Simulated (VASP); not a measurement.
# C: single point with PBEsol+D3(BJ)

C:

```
C
1.0
     2.41870    0.00000    0.00000
    -1.20935    2.09465    0.00000
     0.00000    0.00000    6.63280
C
4
Direct
  0.00000 0.00000 0.00250
  0.00000 0.00000 0.50250
  0.33333 0.66667 0.00250
  0.66667 0.33333 0.50250
```

- Program: VASP 6.6.1
- Task: single point
- Functional: PBEsol
- Dispersion: D3(BJ)
- Potentials or basis: VASP PAW PBE potentials, release 64 (C)
- Cutoff: 520 eV
- k mesh: 21 × 21 × 8
- Occupations: gaussian, width 0.15 eV
- Spin: no spin polarisation
- Dipole correction: no
- Further INCAR settings: ALGO = Normal; EDIFF = 1e-06; NBANDS = 16

```
Pressure                   : 16.2 GPa
Band gap on the k mesh     : zero (bands 8 and 9 overlap by 0.03 eV)
Dispersion energy per atom : -0.111 eV
```

Stress tensor (GPa, compression positive):
```
24.54  0.00  0.00
 0.00 24.54  0.00
 0.00  0.00 -0.47
```

Levels at points of the mesh, in eV from the Fermi level:
| k point | band 5 | band 6 | band 7 | band 8 | band 9 | band 10 | band 11 | band 12 |
| --- | --- | --- | --- | --- | --- | --- | --- | --- |
| (0.00, 0.00, 0.00) | -2.94 | -2.94 | -2.92 | -2.92 | 3.93 | 8.69 | 8.69 | 8.75 |
| (0.00, 0.00, 0.50) | -2.93 | -2.93 | -2.93 | -2.93 | 6.68 | 6.68 | 8.72 | 8.72 |

Wall time 2.2 min on 1 thread of Intel Xeon 8259CL, with other jobs on the host, peak memory 0.22 GiB.

Caveat: the cell stands under pressure; the PAW data sets were made with another functional, which shifts forces and pressure a little.
